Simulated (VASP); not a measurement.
# Si in VASP: a series of runs

Runs on Si. Level: PBEsol. Tasks: single point.

All numbers are computed with VASP 6.6.1; they aren't measurements. Logs are shortened: lines on timing, memory, paths and dates and some standing lists are left out, and cuts for length are marked.

## (1) The cell of the first run

The cell holds a slab with vacuum, 10 atoms: a = 3.842 Å, b = 3.842 Å, c = 28.333 Å, α = 90.00°, β = 90.00°, γ = 120.00°.

## (2) Single point, PBEsol

Input file INCAR:

```
  PREC = Accurate
  ENCUT = 520
  EDIFF = 1E-6
  ISMEAR = 0
  SIGMA = 0.05
  LREAL = False
  LASPH = True
  NELM = 100
  ALGO = Normal
  ISIF = 2
  LWAVE = False
  LCHARG = True
  LDIPOL = True
  IDIPOL = 3
  DIPOL = 0.5 0.5 0.500
  GGA = PS
  LELF = True
  LVHAR = True
  LVACPOTAV = True
  NBANDS = 31
```

Input file KPOINTS:

```
regular mesh
0
Gamma
  9 9 1
```

Input file POSCAR:

```
Si
1.0
    3.8421550751      0.0000000000      0.0000000000
   -1.9210775376      3.3274039003      0.0000000000
    0.0000000000      0.0000000000     28.3327025495
Si
10
Direct
    0.3333333333      0.6666666667      0.2647117756
    0.0000000000      0.0000000000      0.2923927432
    0.0000000000      0.0000000000      0.3754356459
    0.6666666667      0.3333333333      0.4031166135
    0.6666666667      0.3333333333      0.4861595162
    0.3333333333      0.6666666667      0.5138404838
    0.3333333333      0.6666666667      0.5968833865
    0.0000000000      0.0000000000      0.6245643541
    0.0000000000      0.0000000000      0.7076072568
    0.6666666667      0.3333333333      0.7352882244
```

Potentials or basis: VASP PAW PBE potentials, release 64 (Si).

Launch:

```console
$ cat potpaw_PBE.64/Si/POTCAR > POTCAR
$ mpirun -np 1 vasp_std > vasp.out
```

OUTCAR:

```text
PREC = Accurate
   ENCUT = 520
   EDIFF = 1E-6
   ISMEAR = 0
   LREAL = False
   LASPH = True
   NELM = 100
   ISIF = 2
   GGA = PS

 ion  position               nearest neighbor table
   1  0.333  0.667  0.265-   2 2.35   2 2.35   2 2.35
   2  0.000  0.000  0.292-   3 2.35   1 2.35   1 2.35   1 2.35
   3  0.000  0.000  0.375-   2 2.35   4 2.35   4 2.35   4 2.35
   4  0.667  0.333  0.403-   5 2.35   3 2.35   3 2.35   3 2.35
   5  0.667  0.333  0.486-   4 2.35   6 2.35   6 2.35   6 2.35
   6  0.333  0.667  0.514-   7 2.35   5 2.35   5 2.35   5 2.35
   7  0.333  0.667  0.597-   6 2.35   8 2.35   8 2.35   8 2.35
   8  0.000  0.000  0.625-   9 2.35   7 2.35   7 2.35   7 2.35
   9  0.000  0.000  0.708-   8 2.35  10 2.35  10 2.35  10 2.35
  10  0.667  0.333  0.735-   9 2.35   9 2.35   9 2.35

  LATTYP: Found a hexagonal cell.
 ALAT       =     3.8421550751
 C/A-ratio  =     7.3741694429

  Lattice vectors:

 A1 = (   3.8421550751,   0.0000000000,   0.0000000000)
 A2 = (  -1.9210775376,   3.3274039003,   0.0000000000)
 A3 = (   0.0000000000,   0.0000000000,  28.3327025495)

Analysis of symmetry for initial positions (statically):
=====================================================================
 Subroutine PRICEL returns:
 Original cell was already a primitive cell.

 Routine SETGRP: Setting up the symmetry group for a
 hexagonal supercell.

 Subroutine GETGRP returns: Found 12 space group operations
 (whereof 12 operations were pure point group operations)
 out of a pool of 24 trial point group operations.

The static configuration has the point symmetry D_3d.

Analysis of symmetry for dynamics (positions and initial velocities):
=====================================================================
 Subroutine PRICEL returns:
 Original cell was already a primitive cell.

 Routine SETGRP: Setting up the symmetry group for a
 hexagonal supercell.

 Subroutine GETGRP returns: Found 12 space group operations
 (whereof 12 operations were pure point group operations)
 out of a pool of 24 trial point group operations.

The dynamic configuration has the point symmetry D_3d.

 Subroutine INISYM returns: Found 12 space group operations
 (whereof 12 operations are pure point group operations),
 and found     1 'primitive' translations

----------------------------------------------------------------------------------------

                                     Primitive cell

  volume of cell :     362.2167

  direct lattice vectors                    reciprocal lattice vectors
     3.842155075  0.000000000  0.000000000     0.260270598  0.150267300  0.000000000
    -1.921077538  3.327403900  0.000000000     0.000000000  0.300534600  0.000000000
     0.000000000  0.000000000 28.332702549     0.000000000  0.000000000  0.035294903

  length of vectors
     3.842155075  3.842155075 28.332702549     0.300534600  0.300534600  0.035294903

  position of ions in fractional coordinates (direct lattice)
     0.333333333  0.666666667  0.264711776
     0.000000000  0.000000000  0.292392743
     0.000000000  0.000000000  0.375435646
     0.666666667  0.333333333  0.403116614
     0.666666667  0.333333333  0.486159516
     0.333333333  0.666666667  0.513840484
     0.333333333  0.666666667  0.596883386
     0.000000000  0.000000000  0.624564354
     0.000000000  0.000000000  0.707607257
     0.666666667  0.333333333  0.735288224

  ion indices of the primitive-cell ions
   primitive index   ion index
                 1           1
                 2           2
                 3           3
                 4           4
                 5           5
                 6           6
                 7           7
                 8           8
                 9           9
                10          10

----------------------------------------------------------------------------------------

 KPOINTS: regular mesh

Automatic generation of k-mesh.
 Grid dimensions read from file:
 generate k-points for:    9    9    1

 Generating k-lattice:

  Cartesian coordinates                     Fractional coordinates (reciprocal lattice)
     0.028918955  0.016696367  0.000000000     0.111111111  0.000000000  0.000000000
     0.000000000  0.033392733  0.000000000     0.000000000  0.111111111  0.000000000
     0.000000000  0.000000000  0.035294903     0.000000000  0.000000000  1.000000000

  Length of vectors
     0.033392733  0.033392733  0.035294903

  Shift w.r.t. Gamma in fractional coordinates (k-lattice)
     0.000000000  0.000000000  0.000000000

 Subroutine IBZKPT returns following result:
 ===========================================

 Found     12 irreducible k-points:

 Following reciprocal coordinates:
            Coordinates               Weight
  0.000000  0.000000  0.000000      1.000000
  0.111111  0.000000  0.000000      6.000000
  0.222222  0.000000  0.000000      6.000000
  0.333333  0.000000  0.000000      6.000000
  0.444444  0.000000  0.000000      6.000000
  0.111111  0.111111  0.000000      6.000000
  0.222222  0.111111  0.000000     12.000000
  0.333333  0.111111  0.000000     12.000000
  0.444444  0.111111  0.000000      6.000000
  0.222222  0.222222  0.000000      6.000000
  0.333333  0.222222  0.000000     12.000000
  0.333333  0.333333  0.000000      2.000000
   k-points           NKPTS =     12   k-points in BZ     NKDIM =     12   number of bands    NBANDS=     31
   number of dos      NEDOS =    301   number of ions     NIONS =     10
   total plane-waves  NPLWV = 194400
   dimension x,y,z NGX =    30 NGY =   30 NGZ =  216
   dimension x,y,z NGXF=    60 NGYF=   60 NGZF=  432
   ions per type =              10
   NGX,Y,Z   is equivalent  to a cutoff of  12.98, 12.98, 12.67 a.u.
   NGXF,Y,Z  is equivalent  to a cutoff of  25.96, 25.96, 25.35 a.u.
 SYSTEM =  unknown system
   PREC   = accura    normal or accurate (medium, high low for compatibility)
   ISTART =      0    job   : 0-new  1-cont  2-samecut
   ICHARG =      2    charge: 1-file 2-atom 10-const
   ISPIN  =      1    spin polarized calculation?
   LNONCOLLINEAR =      F non collinear calculations
   LSORBIT =      F    spin-orbit coupling
   LASPH  =      T    aspherical Exc in radial PAW
   ENCUT  =  520.0 eV  38.22 Ry    6.18 a.u.   7.14  7.14 52.68*2*pi/ulx,y,z
   NELM   =    100;   NELMIN=  2; NELMDL= -5     # of ELM steps
   EDIFF  = 0.1E-05   stopping-criterion for ELM
   LREAL  =      F    real-space projection
   EDIFFG = 0.1E-04   stopping-criterion for IOM
   NSW    =      0    number of steps for IOM
   IBRION =     -1    ionic relax: 0-MD 1-quasi-New 2-CG
   NFREE  =      0    steps in history (QN), initial steepest desc. (CG)
   ISIF   =      2    stress and relaxation
   ISYM   =      2    0-nonsym 1-usesym 2-fastsym
   POTIM  = 0.5000    time-step for ionic-motion
   TEBEG  =    0.0;   TEEND  =   0.0 temperature during run
   PSTRESS=    0.0 pullay stress
   NELECT =      40.0000    total number of electrons
   NUPDOWN=      -1.0000    fix difference up-down
   EMIN   =  10.00;   EMAX   =-10.00  energy-range for DOS
   EFERMI =   0.00;   METHOD = LEGACY
   ISMEAR =     0;   SIGMA  =   0.05  broadening in eV -4-tet -1-fermi 0-gaus
   EFERMI_NEDOS =   21; number of points for ismear=-14 and -15
   IALGO  =     38    algorithm
   IMIX   =      4    mixing-type and parameters
     AMIX     =   0.40;   BMIX     =  1.00
     AMIX_MAG =   1.60;   BMIX_MAG =  1.00
  volume/ion in A,a.u.               =      36.22       244.44
  Fermi-wavevector in a.u.,A,eV,Ry     =   0.785426  1.484240  8.393356  0.616894
  Thomas-Fermi vector in A             =   1.889760
   LORBIT       =      0    0 simple, 1 ext, 2 COOP (PROOUT), +10 PAW based schemes
   GGA     = PS    functional components
   LHFCALC =     F    Hartree Fock is set to
   AEXX    =    0.0000 exact exchange contribution
   IVDW    =     0    specifies the selected vdW correction
   LEPSILON=     F    determine dielectric tensor
   LRPA    =     F    only Hartree local field effects (RPA)
 non-spin polarized calculation
 Gauss-broadening in eV      SIGMA  =   0.05
  energy-cutoff  :      520.00
  volume of cell :      362.22
 maximum number of plane-waves:      9784
 NGX is ok and might be reduce to    30
   NGX = 15   NGY = 15   NGZ =105

 dipolmoment           0.000000      0.000000     -0.000000 electrons x Angstroem

 number of electron      40.0000002 magnetization

 dipolmoment           0.000000      0.000000      0.000000 electrons x Angstroem

 Free energy of the ion-electron system (eV)
  ---------------------------------------------------
  ext. energy  EPLUGINS =         0.00000000
  ---------------------------------------------------
  free energy    TOTEN  =       -54.67598403 eV

  energy without entropy =      -54.66082981  energy(sigma->0) =      -54.66840692

 E-fermi :   1.0457     XC(G=0):  -5.7960

 val. band max:        1.0422722178   @ k =   0.4444   0.0000   0.0000
 cond. band min:       1.0621898251   @ k =   0.3333   0.1111   0.0000
 fundamental gap:      0.0199176073
 Fermi energy:         1.0457006120

 k-point     1 :       0.0000    0.0000    0.0000
  band No.  band energies     occupation
      1     -10.9091      2.00000
      2     -10.4668      2.00000
      3      -9.8933      2.00000
      4      -9.2060      2.00000
      5      -8.7669      2.00000
      6      -5.5246      2.00000
[... 23 lines left out ...]
     30       4.2506      0.00000
     31       4.2942      0.00000

 k-point     2 :       0.1111    0.0000    0.0000
  band No.  band energies     occupation
      1     -10.7655      2.00000
      2     -10.3243      2.00000
      3      -9.7516      2.00000
      4      -9.0637      2.00000
      5      -8.6228      2.00000
      6      -5.4550      2.00000
[... 23 lines left out ...]
     30       4.5485      0.00000
     31       4.5921      0.00000

 k-point     3 :       0.2222    0.0000    0.0000
  band No.  band energies     occupation
      1     -10.3415      2.00000
      2      -9.9043      2.00000
      3      -9.3353      2.00000
      4      -8.6462      2.00000
      5      -8.1983      2.00000
      6      -5.3634      2.00000
[... 23 lines left out ...]
     30       5.3691      0.00000
     31       5.5607      0.00000

 k-point     4 :       0.3333    0.0000    0.0000
  band No.  band energies     occupation
      1      -9.6652      2.00000
      2      -9.2414      2.00000
      3      -8.6886      2.00000
      4      -8.0067      2.00000
      5      -7.5385      2.00000
      6      -5.7268      2.00000
[... 23 lines left out ...]
     30       4.7544      0.00000
     31       5.6584      0.00000

 k-point     5 :       0.4444    0.0000    0.0000
  band No.  band energies     occupation
      1      -8.8578      2.00000
      2      -8.5067      2.00000
      3      -8.0638      2.00000
      4      -7.4998      2.00000
      5      -6.9445      2.00000
      6      -6.2060      2.00000
[... 23 lines left out ...]
     30       4.6471      0.00000
     31       5.2640      0.00000
[... 134 lines left out ...]
     30       4.5414      0.00000
     31       5.2770      0.00000

 k-point    10 :       0.2222    0.2222    0.0000
  band No.  band energies     occupation
      1      -9.2701      2.00000
      2      -8.8573      2.00000
      3      -8.3194      2.00000
      4      -7.6488      2.00000
      5      -7.1411      2.00000
      6      -5.9613      2.00000
[... 23 lines left out ...]
     30       5.4942      0.00000
     31       5.6302      0.00000

 k-point    11 :       0.3333    0.2222    0.0000
  band No.  band energies     occupation
      1      -8.4692      2.00000
      2      -8.1393      2.00000
      3      -7.7437      2.00000
      4      -7.3170      2.00000
      5      -6.5031      2.00000
      6      -6.2637      2.00000
[... 23 lines left out ...]
     30       5.4936      0.00000
     31       5.7720      0.00000

 k-point    12 :       0.3333    0.3333    0.0000
  band No.  band energies     occupation
      1      -7.7790      2.00000
      2      -7.7790      2.00000
      3      -7.6042      2.00000
      4      -7.5969      2.00000
      5      -6.0873      2.00000
      6      -6.0873      2.00000
[... 23 lines left out ...]
     30       6.2676      0.00000
     31       6.7539      0.00000

------------------------ aborting loop because EDIFF is reached ----------------------------------------

  FORCE on cell =-STRESS in cart. coord.  units (eV):
  Direction    XX          YY          ZZ          XY          YZ          ZX
  --------------------------------------------------------------------------------------
  -------------------------------------------------------------------------------------
  Total       -0.4068399     -0.4068399     -0.9625946      0.0000000      0.0000000      0.0000000
  in kB       -1.7995572     -1.7995572     -4.2578030      0.0000000      0.0000000      0.0000000
  external PRESSURE =      -2.6189725 kB  Pullay stress =       0.0000000 kB

 VOLUME and BASIS-vectors are now :
 -----------------------------------------------------------------------------
  energy-cutoff  :      520.00
  volume of cell :      362.22
      direct lattice vectors                 reciprocal lattice vectors
     3.842155075  0.000000000  0.000000000     0.260270598  0.150267300  0.000000000
    -1.921077538  3.327403900  0.000000000     0.000000000  0.300534600  0.000000000
     0.000000000  0.000000000 28.332702549     0.000000000  0.000000000  0.035294903

 POSITION                                       TOTAL-FORCE (eV/Angst)
 -----------------------------------------------------------------------------------
     -0.00000      2.21827      7.50000         0.000000      0.000000      0.715813
      0.00000      0.00000      8.28428        -0.000000      0.000000     -0.752281
      0.00000      0.00000     10.63711        -0.000000     -0.000000      0.154587
      1.92108      1.10913     11.42138         0.000000     -0.000000     -0.162126
      1.92108      1.10913     13.77421        -0.000000      0.000000      0.068020
     -0.00000      2.21827     14.55849        -0.000000      0.000000     -0.068020
     -0.00000      2.21827     16.91132        -0.000000      0.000000      0.162126
      0.00000      0.00000     17.69560        -0.000000      0.000000     -0.154587
      0.00000      0.00000     20.04843        -0.000000     -0.000000      0.752281
      1.92108      1.10913     20.83270         0.000000     -0.000000     -0.715813
 -----------------------------------------------------------------------------------
    total drift:                                0.000000     -0.000000      0.000000

  FREE ENERGIE OF THE ION-ELECTRON SYSTEM (eV)
  ---------------------------------------------------
  free  energy   TOTEN  =       -54.6759840324 eV

  energy  without entropy=      -54.6608298071  energy(sigma->0) =      -54.66840692

 vacuum level on the upper side and lower side of the slab         5.819         5.819
```

It took 3.6 min on 1 thread of AMD EPYC 7R43 (Zen 3), shared host; peak memory 0.43 GiB.

Results:

```yaml
Free_energy: -54.6760 eV
Largest_force: 0.752 eV/Å
Band_gap_on_the_k_mesh: zero (band 20 reaches 1.21 eV, above the bottom of band 21 at 0.91 eV)
```

Forces on the atoms (eV/Å):
```
Si   0.000  0.000  0.716
Si   0.000  0.000 -0.752
Si   0.000  0.000  0.155
Si   0.000  0.000 -0.162
Si   0.000  0.000  0.068
Si   0.000  0.000 -0.068
Si   0.000  0.000  0.162
Si   0.000  0.000 -0.155
Si   0.000  0.000  0.752
Si   0.000  0.000 -0.716
```

Caveat: the PAW data sets were made with another functional, which shifts forces and pressure a little.

## (3) Single point, PBEsol

Input file INCAR:

```
  PREC = Accurate
  ENCUT = 520
  EDIFF = 1E-6
  ISMEAR = 0
  SIGMA = 0.05
  LREAL = False
  LASPH = True
  NELM = 60
  ALGO = Normal
  ISIF = 2
  LWAVE = False
  LCHARG = False
  LDIPOL = True
  IDIPOL = 3
  DIPOL = 0.5 0.5 0.500
  GGA = PS
  NBANDS = 31
```

Input file KPOINTS:

```
Automatic mesh
0
Gamma
  9 9 1
```

Input file POSCAR:

```
Si
1.0
    3.8421550751      0.0000000000      0.0000000000
   -1.9210775376      3.3274039003      0.0000000000
    0.0000000000      0.0000000000     28.3327025495
Si
10
Direct
    0.3333333333      0.6666666667      0.2705508700
    0.0000000000      0.0000000000      0.2923501656
    0.0000000000      0.0000000000      0.3759650294
    0.6666666667      0.3333333333      0.4029467172
    0.6666666667      0.3333333333      0.4862156598
    0.3333333333      0.6666666667      0.5137843458
    0.3333333333      0.6666666667      0.5970532844
    0.0000000000      0.0000000000      0.6240349686
    0.0000000000      0.0000000000      0.7076498309
    0.6666666667      0.3333333333      0.7294491283
```

Potentials or basis: VASP PAW PBE potentials, release 64 (Si).

Launch:

```console
$ cat potpaw_PBE.64/Si/POTCAR > POTCAR
$ mpirun -np 1 vasp_std > vasp.out
```

It took 3.6 min on 1 thread of AMD EPYC 7R43 (Zen 3), shared host; peak memory 0.43 GiB.

It converged, with:

```yaml
Free_energy: -54.7921 eV
Largest_force: 0.011 eV/Å
Band_gap_on_the_k_mesh: zero (band 20 reaches 1.47 eV, above the bottom of band 21 at 0.97 eV)
```

Forces on the atoms (eV/Å):
```
Si   0.000  0.000 -0.007
Si   0.000  0.000 -0.005
Si   0.000  0.000 -0.010
Si   0.000  0.000  0.011
Si   0.000  0.000  0.001
Si   0.000  0.000 -0.001
Si   0.000  0.000 -0.011
Si   0.000  0.000  0.010
Si   0.000  0.000  0.005
Si   0.000  0.000  0.007
```

Levels at points of the mesh, in eV from the Fermi level:
| k point | band 17 | band 18 | band 19 | band 20 | band 21 | band 22 | band 23 | band 24 |
| --- | --- | --- | --- | --- | --- | --- | --- | --- |
| (0.00, 0.00, 0.00) | -0.62 | -0.32 | -0.32 | 0.10 | 0.71 | 1.33 | 1.60 | 1.91 |

Caveat: the PAW data sets were made with another functional, which shifts forces and pressure a little.
